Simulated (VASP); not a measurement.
# Li (Im-3m) in VASP: a series of runs, part 2 of 2

VASP 6.6.1. Earlier steps stand in the parts before.

### 3 Relaxation of cell and atoms, PBEsol

This run uses another cell than the first one, of 21.61 Å³/atom.

INCAR

```
SYSTEM = Li
  ALGO = Normal
  EDIFF = 1E-6
  EDIFFG = -0.03
  ENCUT = 600
  GGA = PS
  IBRION = 2
  ISIF = 3
  ISMEAR = -1
  LASPH = .True.
  LCHARG = .False.
  LREAL = .False.
  LWAVE = .False.
  NELM = 100
  NSW = 80
  PREC = Accurate
  SIGMA = 0.05
```

KPOINTS

```
k-points
0
Gamma
  10 10 10
  0 0 0
```

POSCAR

```
Li
1.0
   -1.7546500000      1.7546500000      1.7546500000
    1.7546500000     -1.7546500000      1.7546500000
    1.7546500000      1.7546500000     -1.7546500000
Li
1
Direct
    0.0000000000      0.0000000000      0.0000000000
```

Potentials or basis: VASP PAW PBE potentials, release 64 (Li_sv).

Started as:

```sh
$ cat potpaw_PBE.64/Li_sv/POTCAR > POTCAR
$ mpirun -np 1 vasp_std > vasp.out
```

OUTCAR:

```text
SYSTEM = Li
   EDIFF = 1E-6
   EDIFFG = -0.03
   ENCUT = 600
   GGA = PS
   IBRION = 2
   ISIF = 3
   ISMEAR = -1
   LASPH = .True.
   LREAL = .False.
   NELM = 100
   NSW = 80
   PREC = Accurate

 ion  position               nearest neighbor table
   1  0.000  0.000  0.000-

  LATTYP: Found a body centered cubic cell.
 ALAT       =     3.5093000000

  Lattice vectors:

 A1 = (  -1.7546500000,   1.7546500000,   1.7546500000)
 A2 = (   1.7546500000,  -1.7546500000,   1.7546500000)
 A3 = (   1.7546500000,   1.7546500000,  -1.7546500000)

Analysis of symmetry for initial positions (statically):
=====================================================================
 Subroutine PRICEL returns:
 Original cell was already a primitive cell.

 Routine SETGRP: Setting up the symmetry group for a
 body centered cubic supercell.

 Subroutine GETGRP returns: Found 48 space group operations
 (whereof 48 operations were pure point group operations)
 out of a pool of 48 trial point group operations.

The static configuration has the point symmetry O_h .

Analysis of symmetry for dynamics (positions and initial velocities):
=====================================================================
 Subroutine PRICEL returns:
 Original cell was already a primitive cell.

 Routine SETGRP: Setting up the symmetry group for a
 body centered cubic supercell.

 Subroutine GETGRP returns: Found 48 space group operations
 (whereof 48 operations were pure point group operations)
 out of a pool of 48 trial point group operations.

The dynamic configuration has the point symmetry O_h .

 Subroutine INISYM returns: Found 48 space group operations
 (whereof 48 operations are pure point group operations),
 and found     1 'primitive' translations

----------------------------------------------------------------------------------------

                                     Primitive cell

  volume of cell :      21.6088

  direct lattice vectors                    reciprocal lattice vectors
    -1.754650000  1.754650000  1.754650000     0.000000000  0.284957114  0.284957114
     1.754650000 -1.754650000  1.754650000     0.284957114  0.000000000  0.284957114
     1.754650000  1.754650000 -1.754650000     0.284957114  0.284957114  0.000000000

  length of vectors
     3.039142950  3.039142950  3.039142950     0.402990215  0.402990215  0.402990215

  position of ions in fractional coordinates (direct lattice)
     0.000000000  0.000000000  0.000000000

  ion indices of the primitive-cell ions
   primitive index   ion index
                 1           1

----------------------------------------------------------------------------------------

 KPOINTS: k-points

Automatic generation of k-mesh.
 Grid dimensions read from file:
 generate k-points for:   10   10   10

 Generating k-lattice:

  Cartesian coordinates                     Fractional coordinates (reciprocal lattice)
     0.000000000  0.028495711  0.028495711     0.100000000  0.000000000  0.000000000
     0.028495711  0.000000000  0.028495711     0.000000000  0.100000000  0.000000000
     0.028495711  0.028495711  0.000000000     0.000000000  0.000000000  0.100000000
[... 39 lines left out ...]
   k-points           NKPTS =     47   k-points in BZ     NKDIM =     47   number of bands    NBANDS=      5
   number of dos      NEDOS =    301   number of ions     NIONS =      1
   total plane-waves  NPLWV =  13824
   dimension x,y,z NGX =    24 NGY =   24 NGZ =   24
   dimension x,y,z NGXF=    48 NGYF=   48 NGZF=   48
   ions per type =               1
   NGX,Y,Z   is equivalent  to a cutoff of  13.13, 13.13, 13.13 a.u.
   NGXF,Y,Z  is equivalent  to a cutoff of  26.26, 26.26, 26.26 a.u.
 SYSTEM =  Li
   PREC   = accura    normal or accurate (medium, high low for compatibility)
   ISTART =      0    job   : 0-new  1-cont  2-samecut
   ICHARG =      2    charge: 1-file 2-atom 10-const
   ISPIN  =      1    spin polarized calculation?
   LNONCOLLINEAR =      F non collinear calculations
   LSORBIT =      F    spin-orbit coupling
   LASPH  =      T    aspherical Exc in radial PAW
   ENCUT  =  600.0 eV  44.10 Ry    6.64 a.u.   6.07  6.07  6.07*2*pi/ulx,y,z
   NELM   =    100;   NELMIN=  2; NELMDL= -5     # of ELM steps
   EDIFF  = 0.1E-05   stopping-criterion for ELM
   LREAL  =      F    real-space projection
   EDIFFG = -.3E-01   stopping-criterion for IOM
   NSW    =     80    number of steps for IOM
   IBRION =      2    ionic relax: 0-MD 1-quasi-New 2-CG
   NFREE  =      1    steps in history (QN), initial steepest desc. (CG)
   ISIF   =      3    stress and relaxation
   ISYM   =      2    0-nonsym 1-usesym 2-fastsym
   POTIM  = 0.5000    time-step for ionic-motion
   TEBEG  =    0.0;   TEEND  =   0.0 temperature during run
   PSTRESS=    0.0 pullay stress
   NELECT =       3.0000    total number of electrons
   NUPDOWN=      -1.0000    fix difference up-down
   EMIN   =  10.00;   EMAX   =-10.00  energy-range for DOS
   EFERMI =   0.00;   METHOD = LEGACY
   ISMEAR =    -1;   SIGMA  =   0.05  broadening in eV -4-tet -1-fermi 0-gaus
   EFERMI_NEDOS =   21; number of points for ismear=-14 and -15
   IALGO  =     38    algorithm
   IMIX   =      4    mixing-type and parameters
     AMIX     =   0.40;   BMIX     =  1.00
     AMIX_MAG =   1.60;   BMIX_MAG =  1.00
  volume/ion in A,a.u.               =      21.61       145.82
  Fermi-wavevector in a.u.,A,eV,Ry     =   0.847692  1.601906  9.776898  0.718582
  Thomas-Fermi vector in A             =   1.963238
   LORBIT       =      0    0 simple, 1 ext, 2 COOP (PROOUT), +10 PAW based schemes
   GGA     = PS    functional components
   LHFCALC =     F    Hartree Fock is set to
   AEXX    =    0.0000 exact exchange contribution
   IVDW    =     0    specifies the selected vdW correction
   LEPSILON=     F    determine dielectric tensor
   LRPA    =     F    only Hartree local field effects (RPA)
 conjugate gradient relaxation of ions
 non-spin polarized calculation
  energy-cutoff  :      600.00
  volume of cell :       21.61
 maximum number of plane-waves:       736
   NGX = 13   NGY = 13   NGZ = 13

--------------------------------------- Ionic step        1  -------------------------------------------

 number of electron       2.9999991 magnetization

 Free energy of the ion-electron system (eV)
  ---------------------------------------------------
  ext. energy  EPLUGINS =         0.00000000
  ---------------------------------------------------
  free energy    TOTEN  =        -1.95841826 eV

  energy without entropy =       -1.95206351  energy(sigma->0) =       -1.95524089

------------------------ aborting loop because EDIFF is reached ----------------------------------------

  FORCE on cell =-STRESS in cart. coord.  units (eV):
  Direction    XX          YY          ZZ          XY          YZ          ZX
  --------------------------------------------------------------------------------------
  -------------------------------------------------------------------------------------
  Total       -0.1185157     -0.1185157     -0.1185157      0.0000000      0.0000000      0.0000000
  in kB       -8.7872925     -8.7872925     -8.7872925      0.0000000      0.0000000      0.0000000
  external PRESSURE =      -8.7872925 kB  Pullay stress =       0.0000000 kB
[... 57 lines left out ...]
--------------------------------------- Ionic step        3  -------------------------------------------

 number of electron       3.0000001 magnetization

 Free energy of the ion-electron system (eV)
  ---------------------------------------------------
  ext. energy  EPLUGINS =         0.00000000
  ---------------------------------------------------
  free energy    TOTEN  =        -1.96287738 eV

  energy without entropy =       -1.95649138  energy(sigma->0) =       -1.95968438

 E-fermi :   0.6636     XC(G=0):  -7.0250

 val. band max:        0.6275501299   @ k =   0.3000   0.2000   0.0000
 cond. band min:       0.7381587885   @ k =  -0.3000   0.4000   0.2000
 fundamental gap:      0.1106086587
 Fermi energy:         0.6635562469

 k-point     1 :       0.0000    0.0000    0.0000
  band No.  band energies     occupation
      1     -45.2691      2.00000
      2      -2.9260      2.00000
      3      15.2925      0.00000
      4      15.2925      0.00000
      5      15.2926      0.00000
[... 177 lines left out ...]
 k-point    24 :      -0.3000    0.3000    0.1000
  band No.  band energies     occupation
      1     -45.2542      2.00000
      2      -1.0287      2.00000
      3       7.9401      0.00000
      4      10.8496      0.00000
      5      13.2304      0.00000

 [... further k-points ...]

------------------------ aborting loop because EDIFF is reached ----------------------------------------

  FORCE on cell =-STRESS in cart. coord.  units (eV):
  Direction    XX          YY          ZZ          XY          YZ          ZX
  --------------------------------------------------------------------------------------
  -------------------------------------------------------------------------------------
  Total       -0.0129586     -0.0129586     -0.0129586      0.0000000      0.0000000     -0.0000000
  in kB       -1.0271045     -1.0271045     -1.0271045      0.0000000      0.0000000     -0.0000000
  external PRESSURE =      -1.0271045 kB  Pullay stress =       0.0000000 kB
[... 16 lines left out ...]
  FREE ENERGIE OF THE ION-ELECTRON SYSTEM (eV)
  ---------------------------------------------------
  free  energy   TOTEN  =        -1.9628773768 eV

  energy  without entropy=       -1.9564913769  energy(sigma->0) =       -1.95968438

 reached required accuracy - stopping structural energy minimisation
```

Wall time 4.9 s (1 thread of Intel Xeon Platinum 8488C (Sapphire Rapids), shared host); peak memory 0.13 GiB.

What came out:

* Free energy: -1.9629 eV
* Relaxed volume: 20.21 Å³/atom
* Relaxed cell: a = 2.972 Å, b = 2.972 Å, c = 2.972 Å, α = 109.47°, β = 109.47°, γ = 109.47°
* Space group after relaxing (to 0.1 Å): Im-3m (No. 229)
* Energy gained by relaxing: 4.5 meV/atom
* Ionic steps: 3
* Pressure after relaxing: -0.1 GPa
* Band gap on the k mesh: zero (an odd number of electrons rules out a gap without spin polarisation)

Step by step:
```tsv
step	energy change (eV)	largest force (eV/Å)	pressure (GPa)	volume (Å³)
1	0.0000	0.0000	-0.88	21.61
2	-0.0018	0.0000	-0.70	21.24
3	-0.0045	0.0000	-0.10	20.21
```

Final structure:
```
CELL_PARAMETERS angstrom
-1.71605 1.71605 1.71605
1.71605 -1.71605 1.71605
1.71605 1.71605 -1.71605
ATOMIC_POSITIONS crystal
Li 0.00000 0.00000 0.00000
```

Caveat: the cutoff is under 1.25 times the usual one of these potentials, so pressure, stress and relaxed cells hold a basis-set (Pulay) error; the PAW data sets were made with another functional, which shifts forces and pressure a little.
